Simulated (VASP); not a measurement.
A run of VASP 6.6.1 is set up as follows.

The input INCAR:

```
SYSTEM = LiF
ALGO = Normal
EDIFF = 1E-6
ENCUT = 520
GGA = PE
ISIF = 2
ISMEAR = 0
LASPH = .True.
LCHARG = .True.
LELF = .True.
LREAL = .False.
LVHAR = .True.
LWAVE = .False.
NBANDS = 12
NELM = 80
PREC = Accurate
SIGMA = 0.01
```

File KPOINTS:

```
k-points
0
Gamma
  6 6 6
  0 0 0
```

The input POSCAR:

```
LiF
1.0
    0.0000000000      2.1124413890      2.1124413890
    2.1124413890      0.0000000000      2.1124413890
    2.1124413890      2.1124413890      0.0000000000
Li F
1 1
Direct
    0.0000000000      0.0000000000      0.0000000000
    0.2500000000      0.2500000000      0.2500000000
```

Potentials or basis: VASP PAW PBE potentials, release 64 (Li_sv, F).

The run is started by

```console
$ cat potpaw_PBE.64/Li_sv/POTCAR potpaw_PBE.64/F/POTCAR > POTCAR
$ mpirun -np 1 vasp_std > vasp.out
```

Predict the band gap on the k mesh.

8.17 eV, direct.

Caveat: the k points lie up to 0.43 Å⁻¹ apart; the cell differs from its parent crystal (strain -1.5%).
